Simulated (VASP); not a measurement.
Wanted: the native input for a VASP 6.6.1 run.

```
Task                   : single point
Functional             : PBE
Potentials or basis    : VASP PAW PBE potentials, release 64 (B, Bi_d)
Cutoff                 : 520 eV
k mesh                 : 12 × 12 × 4
Occupations            : fermi-dirac, width 0.02 eV
Spin                   : no spin polarisation
Dipole correction      : no
Further INCAR settings : ALGO = Normal; EDIFF = 1e-07; NBANDS = 26
```

The structure of BiB lies in POSCAR:

```
BiB
1.0
    3.8655765108      0.0000000000      0.0000000000
   -1.9327882554      3.3476874586      0.0000000000
    0.0000000000      0.0000000000      6.3754468231
B Bi
2 2
Direct
    0.3333333333      0.6666666667      0.0002433735
    0.6666666667      0.3333333333      0.5002433735
    0.3333333333      0.6666666667      0.3747566265
    0.6666666667      0.3333333333      0.8747566265
```

One way to write it, as run:

INCAR

```
PREC = Accurate
ENCUT = 520
EDIFF = 1E-7
ISMEAR = -1
SIGMA = 0.02
LREAL = F
LASPH = T
NELM = 80
ALGO = Normal
ISIF = 2
LWAVE = F
LCHARG = T
GGA = PE
LELF = T
LVHAR = T
NBANDS = 26
```

KPOINTS

```
regular mesh
0
Gamma
  12 12 4
```

Potentials or basis: VASP PAW PBE potentials, release 64 (B, Bi_d).

The run is started by

```console
$ cat potpaw_PBE.64/B/POTCAR potpaw_PBE.64/Bi_d/POTCAR > POTCAR
$ mpirun -np 1 vasp_std > vasp.out
```

Results of the run:

| Item | Value |
| --- | --- |
| Pressure | 1.2 GPa |
| Largest force | 0.003 eV/Å |
| Band gap on the k mesh | 0.08 eV, direct |

Caveat: spin-orbit coupling is left out, which moves the levels of the heavy elements.

Wall time 2.4 min on 1 thread of Intel Xeon 6975P-C (shared host), peak memory 0.26 GiB.
